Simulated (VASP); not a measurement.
Write the native input for VASP 6.6.1 that does the following.

```yaml
Task: single point
Functional: PBEsol
Potentials_or_basis: VASP PAW PBE potentials, release 64 (Hf_pv, N)
Cutoff: 520 eV
k_mesh: 16 × 16 × 12
Occupations: gaussian, width 0.1 eV
Spin: no spin polarisation
Dipole_correction: no
Further_INCAR_settings: ALGO = Normal; EDIFF = 1e-06; NBANDS = 23
```

The structure of HfN lies in POSCAR:

```
HfN
1.0
    2.2171048960      2.2171048960      0.0000000000
   -2.2171048960      2.2171048960      0.0000000000
    0.0000000000      0.0000000000      4.4342097920
Hf N
2 2
Direct
    0.0000000000      0.0000000000      0.0000000000
    0.5000000000      0.5000000000      0.5000000000
    0.5000000000      0.5000000000      0.0000000000
    0.0000000000      0.0000000000      0.5000000000
```

This cell differs from its parent crystal: equal strain along all axes, cell held: -1.5 %.

One way to write it, as run:

INCAR

```
PREC = Accurate
ENCUT = 520
EDIFF = 1E-6
ISMEAR = 0
SIGMA = 0.1
LREAL = F
LASPH = T
NELM = 100
ALGO = Normal
ISIF = 2
LWAVE = F
LCHARG = F
GGA = PS
NBANDS = 23
```

KPOINTS

```
Automatic mesh
0
Gamma
  16 16 12
```

Potentials or basis: VASP PAW PBE potentials, release 64 (Hf_pv, N).

Run with:

```sh
$ cat potpaw_PBE.64/Hf_pv/POTCAR potpaw_PBE.64/N/POTCAR > POTCAR
$ mpirun -np 1 vasp_std > vasp.out
```

It gave:

```json
{
 "Pressure": "11.9 GPa",
 "Band gap on the k mesh": "zero (bands 15 and 16 overlap by 7.24 eV)"
}
```

Caveat: the cell differs from its parent crystal (equal strain along all axes, cell held: -1.5 %); the cell stands under pressure; the PAW data sets were made with another functional, which shifts forces and pressure a little; spin-orbit coupling is left out, which moves the levels of the heavy elements.

Wall time 5.8 min on 1 thread of Intel Xeon 8259CL, with other jobs on the host, peak memory 0.37 GiB.
